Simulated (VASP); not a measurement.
The system is Ta3N.

```
CELL_PARAMETERS angstrom
3.09169 0.00000 0.00000
-1.54585 2.67749 0.00000
0.00000 0.00000 7.67171
ATOMIC_POSITIONS crystal
Ta 0.66667 0.33333 0.82607
Ta 0.33333 0.66667 0.17393
Ta 0.00000 0.00000 0.50000
N 0.00000 0.00000 0.00000
```

Base run:

```yaml
Program: VASP 6.6.1
Functional: LDA
Potentials_or_basis: VASP PAW LDA potentials, release 64 (Ta_sv_GW, N)
Cutoff: 700 eV
k_mesh: 10 × 10 × 4
Occupations: fermi-dirac, width 0.05 eV
Spin: no spin polarisation
```

Its results: band gap on the k mesh zero (bands 22 and 23 overlap by 0.59 eV); pressure -24.2 GPa; largest force 0.811 eV/Å.

**Question.** The run is repeated on the same cell with these changes: functional from LDA to PBE; potentials or basis from VASP PAW LDA potentials, release 64 (Ta_sv_GW, N) to VASP PAW PBE potentials, release 64 (Ta_sv_GW, N). What comes out?

**Answer.** Band gap on the k mesh zero (bands 22 and 23 overlap by 0.52 eV); pressure -13.6 GPa; largest force 0.417 eV/Å.

Caveats: the cell stands under tension; spin-orbit coupling is left out, which moves the levels of the heavy elements.
